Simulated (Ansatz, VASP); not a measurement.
# Two plane-wave programs on CdTe

```
CELL_PARAMETERS angstrom
0.00000 3.20500 3.20500
3.20500 0.00000 3.20500
3.20500 3.20500 0.00000
ATOMIC_POSITIONS crystal
Cd 0.00000 0.00000 0.00000
Te 0.25000 0.25000 0.25000
```

Alike in both runs: task single point; functional r2SCAN; k mesh 6 × 6 × 6; occupations gaussian, width 0.1 eV; no spin polarisation.

|  | VASP | Ansatz |
| --- | --- | --- |
| version | VASP 6.6.1 | Ansatz 0.2.0 |
| potentials or method | VASP PAW PBE potentials, release 64 (Cd, Te), cutoff 550 eV | scalar-relativistic, plane waves, PAW |
| valence electrons in the cell | 18 | 36 |

Ansatz gave:

| Property | Result |
| --- | --- |
| gap on the k mesh at the Fermi level (eV) | 1.39 |
| least direct gap on the mesh (eV) | 1.39 |
| pressure (GPa) | 3.2 |

Question: What did VASP give for the same quantities?

Answer: gap on the k mesh at the Fermi level (eV): 1.38; least direct gap on the mesh (eV): 1.38; pressure (GPa): 3.4.

VASP's potentials were made for PBE, not for r2SCAN. The functional is the same, so the differences come from potentials, cutoffs and numerics. VASP's potentials hold 18 valence electrons a cell and Ansatz's 36, so a difference there can come from the potentials and not from the codes.

Neither program's run includes spin-orbit coupling.
